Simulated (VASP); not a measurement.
# HfN (P1) in VASP: single point with PBE

Aim: the single point of HfN with PBE.

All numbers are computed with VASP 6.6.1; they aren't measurements. Logs are shortened: lines on timing, memory, paths and dates and some standing lists are left out, and cuts for length are marked.

## Step 1: The cell of the first run

The typed cell holds 2 atoms: a = 3.107 Å, b = 3.129 Å, c = 2.906 Å, α = 90.52°, β = 88.90°, γ = 119.14°.

## Step 2: Single point, PBE (atoms moved at random and the cell strained at random)

INCAR

```
ALGO = Normal
EDIFF = 1E-6
ENCUT = 600
GGA = PE
GGA_COMPAT = False
ISIF = 2
ISMEAR = 0
LASPH = True
LCHARG = False
LREAL = False
LWAVE = False
NBANDS = 14
NELM = 120
PREC = Accurate
SIGMA = 0.05
```

KPOINTS

```
k-points
0
Gamma
  14 14 12
```

POSCAR

```
HfN
1.0
    3.1064054826      0.0169885652      0.0297726544
   -1.5384902122      2.7249171537     -0.0142172838
    0.0279855999      0.0007261740      2.9055384909
Hf N
1 1
Direct
   -0.0212723980     -0.0170418366      0.0212554074
    0.6879390647      0.3503751700      0.4787445926
```

Potentials or basis: VASP PAW PBE potentials, release 64 (Hf_pv, N).

Command:

```console
$ cat potpaw_PBE.64/Hf_pv/POTCAR potpaw_PBE.64/N/POTCAR > POTCAR
$ mpirun -np 1 vasp_std > vasp.out
```

OUTCAR:

```text
EDIFF = 1E-6
   ENCUT = 600
   GGA = PE
   ISIF = 2
   ISMEAR = 0
   LASPH = True
   LREAL = False
   NELM = 120
   PREC = Accurate

 ion  position               nearest neighbor table
   1  0.979  0.983  0.021-   2 2.18   2 2.20   2 2.34   2 2.36   2 2.39   2 2.47
   2  0.688  0.350  0.479-   1 2.18   1 2.20   1 2.34   1 2.36   1 2.39   1 2.47

  LATTYP: Found a triclinic cell.
 ALAT       =     3.1065946058
 B/A-ratio  =     1.7307664711
 C/A-ratio  =     1.3883275814
 COS(alpha) =     0.0049349208
 COS(beta)  =     0.3799693560
 COS(gamma) =     0.8611506597

  Lattice vectors:

 A1 = (  -3.1064054826,  -0.0169885652,  -0.0297726544)
 A2 = (  -4.6448956948,   2.7079285885,  -0.0439899382)
 A3 = (  -1.5959008703,  -2.7426318929,  -2.9210938615)

Analysis of symmetry for initial positions (statically):
=====================================================================
 Subroutine PRICEL returns:
 Original cell was already a primitive cell.

 Routine SETGRP: Setting up the symmetry group for a
 triclinic supercell.

 Subroutine GETGRP returns: Found  1 space group operations
 (whereof  1 operations were pure point group operations)
 out of a pool of  2 trial point group operations.

The static configuration has the point symmetry C_1 .

Analysis of symmetry for dynamics (positions and initial velocities):
=====================================================================
 Subroutine PRICEL returns:
 Original cell was already a primitive cell.

 Routine SETGRP: Setting up the symmetry group for a
 triclinic supercell.

 Subroutine GETGRP returns: Found  1 space group operations
 (whereof  1 operations were pure point group operations)
 out of a pool of  2 trial point group operations.

The dynamic configuration has the point symmetry C_1 .

 Subroutine INISYM returns: Found  1 space group operations
 (whereof  1 operations are pure point group operations),
 and found     1 'primitive' translations

----------------------------------------------------------------------------------------

                                     Primitive cell

  volume of cell :      24.6682

  direct lattice vectors                    reciprocal lattice vectors
     3.106405483  0.016988565  0.029772654     0.320954606  0.181194839 -0.003136660
    -1.538490212  2.724917154 -0.014217284    -0.002000121  0.365853988 -0.000072172
     0.027985600  0.000726174  2.905538491    -0.003298565 -0.000066494  0.344202069

  length of vectors
[... 92 lines left out ...]
   PSTRESS=    0.0 pullay stress
   NELECT =      15.0000    total number of electrons
   NUPDOWN=      -1.0000    fix difference up-down
   EMIN   =  10.00;   EMAX   =-10.00  energy-range for DOS
   EFERMI =   0.00;   METHOD = LEGACY
   ISMEAR =     0;   SIGMA  =   0.05  broadening in eV -4-tet -1-fermi 0-gaus
   EFERMI_NEDOS =   21; number of points for ismear=-14 and -15
   IALGO  =     38    algorithm
   IMIX   =      4    mixing-type and parameters
     AMIX     =   0.40;   BMIX     =  1.00
     AMIX_MAG =   1.60;   BMIX_MAG =  1.00
  volume/ion in A,a.u.               =      12.33        83.23
  Fermi-wavevector in a.u.,A,eV,Ry     =   1.386946  2.620948 26.172436  1.923620
  Thomas-Fermi vector in A             =   2.511214
   LORBIT       =      0    0 simple, 1 ext, 2 COOP (PROOUT), +10 PAW based schemes
   GGA     = PE    functional components
   LHFCALC =     F    Hartree Fock is set to
   AEXX    =    0.0000 exact exchange contribution
   IVDW    =     0    specifies the selected vdW correction
   LEPSILON=     F    determine dielectric tensor
   LRPA    =     F    only Hartree local field effects (RPA)
 non-spin polarized calculation
 Gauss-broadening in eV      SIGMA  =   0.05
  energy-cutoff  :      600.00
  volume of cell :       24.67
 maximum number of plane-waves:       843
 NGX is ok and might be reduce to    28
   NGX = 13   NGY = 13   NGZ = 11

 number of electron      15.0000000 magnetization

 Free energy of the ion-electron system (eV)
  ---------------------------------------------------
  ext. energy  EPLUGINS =         0.00000000
  ---------------------------------------------------
  free energy    TOTEN  =       -20.83715078 eV

  energy without entropy =      -20.83535507  energy(sigma->0) =      -20.83625292

 E-fermi :   6.7600     XC(G=0): -12.3286

 val. band max:        6.7588099695   @ k =  -0.3571   0.2143   0.3333
 cond. band min:       6.7601494447   @ k =   0.2143   0.2143   0.4167
 fundamental gap:      0.0013394752
 Fermi energy:         6.7600344152

 k-point     1 :       0.0000    0.0000    0.0000
  band No.  band energies     occupation
      1     -23.6639      2.00000
      2     -23.6314      2.00000
      3     -23.4285      2.00000
      4      -9.3159      2.00000
      5       3.0521      2.00000
      6       3.3228      2.00000
      7       3.9662      2.00000
      8       5.7716      2.00000
      9       8.4123      0.00000
     10      10.8672      0.00000
     11      12.0639      0.00000
     12      12.5926      0.00000
     13      12.8143      0.00000
     14      19.4245      0.00000
[... 377 lines left out ...]
      1     -23.9179      2.00000
      2     -23.7011      2.00000
      3     -23.3965      2.00000
      4      -8.7621      2.00000
      5       1.7507      2.00000
      6       3.5704      2.00000
      7       4.2112      2.00000
      8       5.5631      2.00000
      9       9.8727      0.00000
     10      10.5922      0.00000
     11      11.8265      0.00000
     12      12.4870      0.00000
     13      13.3063      0.00000
     14      19.6769      0.00000

 [... further k-points ...]

------------------------ aborting loop because EDIFF is reached ----------------------------------------

  FORCE on cell =-STRESS in cart. coord.  units (eV):
  Direction    XX          YY          ZZ          XY          YZ          ZX
  --------------------------------------------------------------------------------------
  -------------------------------------------------------------------------------------
  Total       -0.4981355     -0.8260668      0.2066914     -0.4072908     -0.0697685     -0.3455684
  in kB      -32.3534966    -53.6523620     13.4244355    -26.4532024     -4.5314051    -22.4443842
  external PRESSURE =     -24.1938077 kB  Pullay stress =       0.0000000 kB

 VOLUME and BASIS-vectors are now :
 -----------------------------------------------------------------------------
  energy-cutoff  :      600.00
  volume of cell :       24.67
      direct lattice vectors                 reciprocal lattice vectors
     3.106405483  0.016988565  0.029772654     0.320954606  0.181194839 -0.003136660
    -1.538490212  2.724917154 -0.014217284    -0.002000121  0.365853988 -0.000072172
     0.027985600  0.000726174  2.905538491    -0.003298565 -0.000066494  0.344202069

 POSITION                                       TOTAL-FORCE (eV/Angst)
 -----------------------------------------------------------------------------------
      1.52865      2.69512      0.07692         0.574548      0.561718     -1.193347
      1.61137      0.96678      1.40651        -0.574548     -0.561718      1.193347
 -----------------------------------------------------------------------------------
    total drift:                               -0.000158     -0.000161     -0.000063

  FREE ENERGIE OF THE ION-ELECTRON SYSTEM (eV)
  ---------------------------------------------------
  free  energy   TOTEN  =       -20.8371507785 eV

  energy  without entropy=      -20.8353550703  energy(sigma->0) =      -20.83625292
```

OSZICAR:

```text
N       E                     dE             d eps       ncg     rms          rms(c)
DAV:   1     0.440467861017E+02    0.44047E+02   -0.84427E+03 33072   0.112E+03
DAV:   2    -0.214641154023E+02   -0.65511E+02   -0.61233E+02 42974   0.259E+02
DAV:   3    -0.238307696712E+02   -0.23667E+01   -0.23541E+01 39708   0.411E+01
DAV:   4    -0.238413678343E+02   -0.10598E-01   -0.10596E-01 39466   0.311E+00
DAV:   5    -0.238414501563E+02   -0.82322E-04   -0.82321E-04 40026   0.244E-01    0.465E+01
DAV:   6    -0.209661481164E+02    0.28753E+01   -0.71378E+00 39268   0.225E+01    0.385E+01
DAV:   7    -0.208656725130E+02    0.10048E+00   -0.51021E-01 41260   0.655E+00    0.248E+01
DAV:   8    -0.208450439929E+02    0.20629E-01   -0.14496E-01 44272   0.328E+00    0.631E+00
DAV:   9    -0.208372342749E+02    0.78097E-02   -0.19635E-02 37660   0.115E+00    0.170E+00
DAV:  10    -0.208371925998E+02    0.41675E-04   -0.11018E-03 43594   0.320E-01    0.449E-01
DAV:  11    -0.208371499292E+02    0.42671E-04   -0.93842E-05 39094   0.100E-01    0.288E-02
DAV:  12    -0.208371507785E+02   -0.84936E-06   -0.73164E-06 41578   0.233E-02
   1 F= -.20837151E+02 E0= -.20836253E+02  d E =-.179571E-02
```

stdout:

```text
POSCAR found type information on POSCAR HfN
 POSCAR found :  2 types and       2 ions
 scaLAPACK will be used
 LDA part: xc-table for (Slater+PW92), standard interpolation
 POSCAR, INCAR and KPOINTS ok, starting setup
 FFT: planning ... GRIDC
 FFT: planning ... GRID_SOFT
 FFT: planning ... GRID
 WAVECAR not read
 entering main loop
```

Wall time 3.5 min (1 thread of Intel Xeon Platinum 8488C (Sapphire Rapids), shared host); peak memory 0.6 GiB.

What came out:

* Free energy: -20.8372 eV
* Pressure: -2.4 GPa
* Largest force: 1.439 eV/Å
* Band gap on the k mesh: zero (an odd number of electrons rules out a gap without spin polarisation)

Forces in eV/Å, atoms in the order of the input:
```
Hf   0.575  0.562 -1.193
N   -0.575 -0.562  1.193
```

Stress tensor (GPa, compression positive):
```
-3.24 -2.65 -2.24
-2.65 -5.37 -0.45
-2.24 -0.45  1.34
```

Levels at points of the mesh, in eV from the Fermi level:
```csv
k point,band 3,band 4,band 5,band 6,band 7,band 8,band 9,band 10,band 11,band 12
"(0.00, 0.00, 0.00)",-30.19,-16.08,-3.71,-3.44,-2.79,-0.99,1.65,4.11,5.30,5.83
"(0.50, 0.00, 0.00)",-30.09,-14.46,-6.46,-3.12,-2.50,-1.40,4.61,4.90,5.50,6.26
"(0.00, 0.50, 0.00)",-30.08,-14.15,-6.84,-3.44,-2.59,-1.40,4.29,5.14,6.01,6.22
"(0.50, 0.50, 0.00)",-30.08,-14.20,-6.66,-3.29,-2.91,-1.15,4.30,4.88,5.94,6.25
"(0.00, 0.00, 0.50)",-30.28,-13.77,-7.63,-3.36,-2.32,1.27,1.67,3.30,4.17,5.20
"(0.50, 0.00, 0.50)",-30.45,-14.16,-6.05,-4.93,-4.60,1.08,4.69,6.19,7.69,8.26
"(0.00, 0.50, 0.50)",-30.46,-14.53,-5.57,-4.38,-4.03,0.30,4.71,6.24,7.35,7.64
"(0.50, 0.50, 0.50)",-30.50,-14.40,-5.72,-4.57,-4.31,0.65,4.44,6.35,7.63,7.73
```

Caveat: the cell differs from its parent crystal (atoms moved at random and the cell strained at random); spin-orbit coupling is left out, which moves the levels of the heavy elements; forces of over 1 eV/Å act on the atoms, so gaps and moduli don't describe the material at rest.
